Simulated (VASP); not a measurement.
Input of a VASP 6.6.1 run:

Contents of INCAR:

```
  PREC = Accurate
  ENCUT = 600
  EDIFF = 1E-6
  ISMEAR = 0
  SIGMA = 0.1
  LREAL = False
  LASPH = True
  NELM = 100
  ALGO = Fast
  ISIF = 3
  LWAVE = False
  LCHARG = False
  GGA = PE
  IBRION = 2
  NSW = 100
  EDIFFG = -0.01
```

The input KPOINTS:

```
Automatic mesh
0
Gamma
  10 10 10
```

The input POSCAR:

```
BPd4
1.0
    4.2013854119      0.0000000000      0.0000000000
    0.0000000000      4.2013854119      0.0000000000
    0.0000000000      0.0000000000      4.2013854119
B Pd
1 4
Direct
    0.5000000000      0.5000000000      0.5000000000
    0.2342314685      0.2342314685      0.2342314685
    0.7657685315      0.7657685315      0.2342314685
    0.7657685315      0.2342314685      0.7657685315
    0.2342314685      0.7657685315      0.7657685315
```

Potentials or basis: VASP PAW PBE potentials, release 64 (B, Pd).

Run with:

```bash
$ cat potpaw_PBE.64/B/POTCAR potpaw_PBE.64/Pd/POTCAR > POTCAR
$ mpirun -np 1 vasp_std > vasp.out
```

(1) Predict the relaxed cell.

(2) Predict the space group after relaxing (to 0.05 Å).

Results:

(1) a = 4.203 Å, b = 4.203 Å, c = 4.203 Å, α = 90.00°, β = 90.00°, γ = 90.00°.

(2) P-43m (No. 215).
